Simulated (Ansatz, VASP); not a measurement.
# SrCl2: VASP beside Ansatz

POSCAR

```
SrCl2
1.0
    0.0000000000      3.3460800000      3.4855000000
    3.3460800000      0.0000000000      3.4855000000
    3.3460800000      3.3460800000      0.0000000000
Sr Cl
1 2
Direct
    0.0000000000      0.0000000000      0.0000000000
    0.2500000000      0.2500000000      0.2500000000
    0.7500000000      0.7500000000      0.7500000000
```

The input INCAR.step1:

```
PREC = Accurate
ENCUT = 520
ISMEAR = 0
SIGMA = 0.05
LREAL = False
LASPH = True
NELM = 80
NBANDS = 19
GGA = PE
ALGO = Normal
EDIFF = 1E-4
LWAVE = True
LCHARG = False
```

File INCAR.step2:

```
PREC = Accurate
ENCUT = 520
EDIFF = 1E-7
ISMEAR = 0
SIGMA = 0.05
LREAL = False
LASPH = True
NELM = 80
ALGO = Normal
ISIF = 2
LWAVE = False
LCHARG = False
METAGGA = R2SCAN
LMIXTAU = True
NBANDS = 19
ISTART = 1
```

Contents of KPOINTS:

```
regular mesh
0
Gamma
  6 6 6
```

Input for Ansatz:

```yaml
crystal:
  lattice:
    - [0.0, 3.34608, 3.4855]
    - [3.34608, 0.0, 3.4855]
    - [3.34608, 3.34608, 0.0]
  atoms:
    - { symbol: Sr, position: [0.0, 0.0, 0.0] }
    - { symbol: Cl, position: [0.25, 0.25, 0.25] }
    - { symbol: Cl, position: [0.75, 0.75, 0.75] }
basis:
  ecutwfc: 500
kpoints:
  mp_grid: { grid: [6, 6, 6] }
hamiltonian:
  xc: r2scan
scf:
  occupations: { method: gaussian, width: 0.05 }
output:
  forces: true
  stress: true
  eigenvalues: true
```

Change from the starting cell: strain -0.040 along x and y, +0.000 along z, atoms carried along.

Alike in both runs: task single point; functional r2SCAN; k mesh 6 × 6 × 6; occupations gaussian, width 0.05 eV; no spin polarisation.

|  | VASP | Ansatz |
| --- | --- | --- |
| version | VASP 6.6.1 | Ansatz 0.2.0 |
| potentials or method | VASP PAW PBE potentials, release 64 (Sr_sv, Cl), cutoff 520 eV | scalar-relativistic, plane waves, PAW |
| valence electrons in the cell | 24 | 24 |

VASP gave:

| Item | Value |
| --- | --- |
| gap on the k mesh at the Fermi level (eV) | 5.81 |
| least direct gap on the mesh (eV) | 5.81 |
| pressure (GPa) | 4.3 |
| traceless stress, the component that is largest in VASP (GPa) | -1.67 |

Q: Which values does Ansatz return?

A: gap on the k mesh at the Fermi level (eV): 5.81; least direct gap on the mesh (eV): 5.81; pressure (GPa): 4.3; traceless stress, the component that is largest in VASP (GPa): -1.69.

VASP's potentials were made for PBE, not for r2SCAN. The functional is the same, so the differences come from potentials, cutoffs and numerics.
